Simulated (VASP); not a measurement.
# PtWSe4 (Cmmm) in VASP: notebook, part 2 of 2

VASP 6.6.1. Earlier steps stand in the parts before.

## 3. Single point, PBE, collinear spin

INCAR reads:

```
  PREC = Accurate
  ENCUT = 520
  EDIFF = 1E-6
  ISMEAR = 0
  SIGMA = 0.1
  LREAL = False
  LASPH = True
  NELM = 150
  ALGO = Normal
  ISIF = 2
  LWAVE = False
  LCHARG = False
  ISPIN = 2
  MAGMOM = 1 0 0 0 0 0
  LORBIT = 11
  LMAXMIX = 4
  GGA = PE
  NBANDS = 37
```

KPOINTS reads:

```
Automatic mesh
0
Gamma
  4 4 4
```

POSCAR reads:

```
PtWSe4
1.0
    2.9010719900     -5.0284282400      0.0000000000
    2.9010719900      5.0284282400      0.0000000000
    0.0000000000      0.0000000000      4.7019726600
Pt W Se
1 1 4
Direct
    0.0000000000      0.0000000000      0.5000000000
    0.5000000000      0.5000000000      0.0000000000
    0.1700774500      0.8299225500      0.0000000000
    0.8299225500      0.1700774500      0.0000000000
    0.0000000000      0.5000000000      0.5000000000
    0.5000000000      0.0000000000      0.5000000000
```

Potentials or basis: VASP PAW PBE potentials, release 64 (Pt, W_sv, Se).

Launch:

```bash
cat potpaw_PBE.64/Pt/POTCAR potpaw_PBE.64/W_sv/POTCAR potpaw_PBE.64/Se/POTCAR > POTCAR
mpirun -np 1 vasp_std > vasp.out
```

OUTCAR:

```text
PREC = Accurate
   ENCUT = 520
   EDIFF = 1E-6
   ISMEAR = 0
   LREAL = False
   LASPH = True
   NELM = 150
   ISIF = 2
   ISPIN = 2
   LORBIT = 11
   GGA = PE

 ion  position               nearest neighbor table
   1  0.000  0.000  0.500-   5 2.90   6 2.90   5 2.90   6 2.90   3 2.91   4 2.91   3 2.91   4 2.91

   2  0.500  0.500  0.000-
   3  0.170  0.830  0.000-   1 2.91   1 2.91
   4  0.830  0.170  0.000-   1 2.91   1 2.91
   5  0.000  0.500  0.500-   1 2.90   1 2.90
   6  0.500  0.000  0.500-   1 2.90   1 2.90

  LATTYP: Found a base centered orthorhombic cell.
 ALAT       =     5.8021439800
 B/A-ratio  =     1.7333000551
 C/A-ratio  =     0.8103853810

  Lattice vectors:

 A1 = (   2.9010719900,  -5.0284282400,   0.0000000000)
 A2 = (   2.9010719900,   5.0284282400,   0.0000000000)
 A3 = (   0.0000000000,   0.0000000000,   4.7019726600)

Analysis of symmetry for initial positions (statically):
=====================================================================
 Subroutine PRICEL returns:
 Original cell was already a primitive cell.

 Routine SETGRP: Setting up the symmetry group for a
 base centered orthorhombic supercell.

 Subroutine GETGRP returns: Found  8 space group operations
 (whereof  8 operations were pure point group operations)
 out of a pool of  8 trial point group operations.

The static configuration has the point symmetry D_2h.

Analysis of symmetry for dynamics (positions and initial velocities):
=====================================================================
 Subroutine PRICEL returns:
 Original cell was already a primitive cell.

 Routine SETGRP: Setting up the symmetry group for a
 base centered orthorhombic supercell.

 Subroutine GETGRP returns: Found  8 space group operations
 (whereof  8 operations were pure point group operations)
[... 174 lines left out ...]
 cond. band min:       5.4270928594   @ k =   0.5000  -0.0000   0.2500
 fundamental gap:      0.0019160390
 Fermi energy:         5.4258684304

 spin component 1

 k-point     1 :       0.0000    0.0000    0.0000
  band No.  band energies     occupation
      1     -69.5452      1.00000
      2     -33.6862      1.00000
      3     -33.6722      1.00000
      4     -33.5850      1.00000
      5     -10.4145      1.00000
      6      -7.6364      1.00000
[... 808 lines left out ...]
     35      11.0653      0.00000
     36      11.0682      0.00000
 Fermi energy:         5.4258684304

 spin component 2

 k-point     1 :       0.0000    0.0000    0.0000
  band No.  band energies     occupation
      1     -69.5449      1.00000
      2     -33.6833      1.00000
      3     -33.6735      1.00000
      4     -33.5858      1.00000
      5     -10.4143      1.00000
      6      -7.6362      1.00000
[... 808 lines left out ...]
     35      11.0653      0.00000
     36      11.0673      0.00000
 [bands above 36 left out]

------------------------ aborting loop because EDIFF is reached ----------------------------------------

  FORCE on cell =-STRESS in cart. coord.  units (eV):
  Direction    XX          YY          ZZ          XY          YZ          ZX
  --------------------------------------------------------------------------------------
  -------------------------------------------------------------------------------------
  Total       -7.8916888    -12.9507237     -2.2038032      0.0000000      0.0000000      0.0000000
  in kB      -92.1678961   -151.2529187    -25.7384581      0.0000000      0.0000000      0.0000000
  external PRESSURE =     -89.7197576 kB  Pullay stress =       0.0000000 kB

 VOLUME and BASIS-vectors are now :
 -----------------------------------------------------------------------------
  energy-cutoff  :      520.00
  volume of cell :      137.18
      direct lattice vectors                 reciprocal lattice vectors
     2.901071990 -5.028428240  0.000000000     0.172350084 -0.099434650  0.000000000
     2.901071990  5.028428240  0.000000000     0.172350084  0.099434650  0.000000000
     0.000000000  0.000000000  4.701972660     0.000000000  0.000000000  0.212676694

 POSITION                                       TOTAL-FORCE (eV/Angst)
 -----------------------------------------------------------------------------------
      0.00000      0.00000      2.35099         0.000000      0.000000      0.000000
      2.90107      0.00000      0.00000        -0.000000      0.000000      0.000000
      2.90107      3.31798      0.00000         0.000000      0.876229      0.000000
      2.90107     -3.31798      0.00000         0.000000     -0.876229      0.000000
      1.45054      2.51421      2.35099         0.000000      0.000000      0.000000
      1.45054     -2.51421      2.35099         0.000000      0.000000      0.000000
 -----------------------------------------------------------------------------------
    total drift:                                0.000000     -0.000000      0.000000

  FREE ENERGIE OF THE ION-ELECTRON SYSTEM (eV)
  ---------------------------------------------------
  free  energy   TOTEN  =       -24.0638128126 eV

  energy  without entropy=      -23.9964446557  energy(sigma->0) =      -24.03012873

 total charge

# of ion       s       p       d       tot
------------------------------------------
    1        0.505   0.289   8.115   8.909
    2        2.280   5.999   3.155  11.434
    3        1.542   2.025   0.060   3.627
    4        1.542   2.025   0.060   3.627
    5        1.552   2.025   0.061   3.638
    6        1.552   2.025   0.061   3.638
--------------------------------------------------
tot          8.974  14.388  11.513  34.874

 magnetization (x)

# of ion       s       p       d       tot
------------------------------------------
    1        0.000  -0.000   0.000   0.000
    2       -0.000   0.000   0.000   0.000
    3        0.000   0.000   0.000   0.000
    4        0.000   0.000   0.000   0.000
    5        0.000   0.000   0.000   0.000
    6        0.000   0.000   0.000   0.000
--------------------------------------------------
tot         -0.000   0.000   0.001   0.001
```

Run time: 7.5 min. Hardware: 1 thread of Intel Xeon 8259CL, shared host; peak memory 0.44 GiB.

What came out:

| Quantity | Value |
| --- | --- |
| Free energy | -24.0638 eV |
| Pressure | -9.0 GPa |
| Largest force | 0.876 eV/Å |
| Band gap on the k mesh | zero (filled and empty bands overlap) |
| Net moment | 0.00 μB per cell |
| Valence electrons inside the program's atomic spheres | Pt 8.91; W 11.43; Se 3.63, 3.64 (each value once) |

Forces on the atoms (eV/Å):
```
Pt   0.000  0.000  0.000
W    0.000  0.000  0.000
Se   0.000  0.876  0.000
Se   0.000 -0.876  0.000
Se   0.000  0.000  0.000
Se   0.000  0.000  0.000
```

Levels at points of the mesh, in eV from the Fermi level:
Spin up:
| k point | band 20 | band 21 | band 22 | band 23 | band 24 | band 25 | band 26 | band 27 | band 28 | band 29 |
| --- | --- | --- | --- | --- | --- | --- | --- | --- | --- | --- |
| (0.00, 0.00, 0.00) | -2.18 | -0.90 | -0.80 | -0.67 | -0.25 | -0.24 | 0.03 | 0.16 | 0.67 | 0.69 |
| (0.50, 0.00, 0.00) | -1.88 | -1.63 | -1.12 | -0.84 | -0.44 | -0.04 | 0.13 | 0.19 | 0.62 | 0.97 |
| (0.50, 0.50, 0.00) | -1.50 | -1.45 | -0.91 | -0.21 | 0.09 | 0.29 | 0.41 | 0.56 | 0.91 | 1.43 |
| (0.00, 0.00, 0.50) | -1.73 | -1.17 | -0.70 | -0.20 | 0.13 | 0.21 | 0.34 | 0.35 | 0.93 | 0.95 |
| (0.50, 0.00, 0.50) | -1.85 | -1.33 | -0.70 | -0.02 | 0.04 | 0.15 | 0.37 | 0.37 | 0.49 | 1.06 |
| (0.50, 0.50, 0.50) | -1.95 | -0.64 | -0.44 | -0.34 | 0.06 | 0.53 | 0.88 | 0.90 | 1.20 | 1.35 |
Spin down:
```
           k point  band 20  band 21  band 22  band 23  band 24  band 25  band 26  band 27  band 28  band 29
(0.00, 0.00, 0.00)    -2.18    -0.90    -0.80    -0.67    -0.25    -0.24     0.03     0.16     0.66     0.70
(0.50, 0.00, 0.00)    -1.88    -1.63    -1.12    -0.84    -0.44    -0.04     0.13     0.19     0.62     0.97
(0.50, 0.50, 0.00)    -1.50    -1.45    -0.91    -0.20     0.09     0.29     0.41     0.56     0.91     1.43
(0.00, 0.00, 0.50)    -1.73    -1.17    -0.70    -0.21     0.13     0.21     0.34     0.35     0.93     0.95
(0.50, 0.00, 0.50)    -1.85    -1.33    -0.70    -0.02     0.03     0.16     0.37     0.37     0.49     1.07
(0.50, 0.50, 0.50)    -1.95    -0.64    -0.44    -0.34     0.06     0.53     0.88     0.90     1.21     1.35
```

Caveat: the stress differs along the axes, from -15 to -3 GPa; spin-orbit coupling is left out, which moves the levels of the heavy elements.

## 4. Single point, PBE, collinear spin

This run uses another cell than the first one, of 28.37 Å³/atom.

INCAR reads:

```
SYSTEM = PtWSe4
PREC = Accurate ; ENCUT = 520
EDIFF = 1E-6 ; ISMEAR = 0
SIGMA = 0.1 ; LREAL = .False.
LASPH = .True. ; NELM = 150
ALGO = Normal ; ISIF = 2
LWAVE = .False. ; LCHARG = .False.
ISPIN = 2 ; MAGMOM = 1 0 0 0 0 0
LORBIT = 11 ; LMAXMIX = 4
GGA = PE ; NBANDS = 37
```

KPOINTS reads:

```
Automatic mesh
0
Gamma
  4 4 4
  0 0 0
```

POSCAR reads:

```
PtWSe4
1.0
    2.5720578319     -4.0328407859      0.0000000000
    2.5720578319      4.0328407859      0.0000000000
    0.0000000000      0.0000000000      8.2044538407
Pt W Se
1 1 4
Direct
    0.0000000000      0.0000000000      0.5000000000
    0.5000000000      0.5000000000      0.0000000000
    0.1772721189      0.8227278811      0.0000000000
    0.8227278811      0.1772721189      0.0000000000
    0.0000000000      0.5000000000      0.5000000000
    0.5000000000      0.0000000000      0.5000000000
```

Launch:

```bash
cat potpaw_PBE.64/Pt/POTCAR potpaw_PBE.64/W_sv/POTCAR potpaw_PBE.64/Se/POTCAR > POTCAR
mpirun -np 1 vasp_std > vasp.out
```

Wall time 6.9 min (1 thread of Intel Xeon 8259CL, shared host); peak memory 0.47 GiB.

Results (log left out):

| Quantity | Value |
| --- | --- |
| Free energy | -28.6215 eV |
| Pressure | 0.1 GPa |
| Largest force | 0.005 eV/Å |
| Net moment | -2.24 μB per cell |
| Site moments | Pt +0.00; W -1.92; Se +0.12, +0.00 (each value once) μB |
| Valence electrons inside the program's atomic spheres | Pt 9.39; W 11.62; Se 3.76, 3.81 (each value once) |

Forces on the atoms (eV/Å):
```
Pt   0.000  0.000  0.000
W    0.000  0.000  0.000
Se   0.000  0.005  0.000
Se   0.000 -0.005  0.000
Se   0.000  0.000  0.000
Se   0.000  0.000  0.000
```

Levels at points of the mesh, in eV from the Fermi level:
Spin up:
```tsv
k point	band 21	band 22	band 23	band 24	band 25	band 26
(0.00, 0.00, 0.00)	-1.27	-0.58	-0.48	-0.34	0.62	1.06
(0.50, 0.00, 0.00)	-1.49	-1.28	-0.43	0.12	0.56	0.57
(0.50, 0.50, 0.00)	-0.26	0.10	0.53	1.03	1.29	1.42
(0.00, 0.00, 0.50)	-1.28	-0.58	-0.48	-0.31	0.89	1.07
(0.50, 0.00, 0.50)	-1.46	-1.25	-0.43	-0.07	0.55	0.57
(0.50, 0.50, 0.50)	-0.38	0.12	0.75	0.78	1.13	1.30
```
Spin down:
```tsv
k point	band 22	band 23	band 24	band 25	band 26	band 27	band 28	band 29
(0.00, 0.00, 0.00)	-1.22	-1.20	-0.91	-0.63	-0.32	0.45	0.85	1.11
(0.50, 0.00, 0.00)	-1.28	-1.09	-1.04	-0.34	-0.32	0.14	0.57	0.75
(0.50, 0.50, 0.00)	-1.03	-0.27	0.16	0.32	0.77	1.03	2.31	3.44
(0.00, 0.00, 0.50)	-1.21	-1.08	-0.91	-0.63	-0.30	0.44	0.89	1.11
(0.50, 0.00, 0.50)	-1.35	-1.15	-0.91	-0.34	-0.32	0.09	0.55	0.81
(0.50, 0.50, 0.50)	-0.85	-0.37	0.18	0.32	0.76	0.98	3.30	3.31
```

Caveat: the k points lie up to 0.36 Å⁻¹ apart; spin-orbit coupling is left out, which moves the levels of the heavy elements.

## 5. Summary

```csv
spin,cell,gap on the mesh (eV),pressure (GPa),moment (μB),largest force (eV/Å)
off,"a = 5.805, b = 5.805, c = 4.702 Å, angles 90.0, 90.0, 120.0°, 6 atoms, atomic positions A",none,-9.0,-,0.88
collinear,"a = 5.805, b = 5.805, c = 4.702 Å, angles 90.0, 90.0, 120.0°, 6 atoms, atomic positions A",none,-9.0,0.00,0.88
collinear,"a = 4.783, b = 4.783, c = 8.204 Å, angles 90.0, 90.0, 114.9°, 6 atoms, atomic positions B",none,0.1,2.24,0.01
```

Alike in all rows: task single point; level PBE; potentials or basis VASP PAW PBE potentials, release 64 (Pt, W_sv, Se); k mesh 4 × 4 × 4; cutoff (eV) 520; smearing gaussian 0.1 eV.

Caveats: some runs use coarse meshes; spin-orbit coupling is left out, which moves the levels of the heavy elements; the stress differs along the axes, from -15 to -3 GPa (at least some runs).

Absolute energies hang on the potentials; compare differences alone.
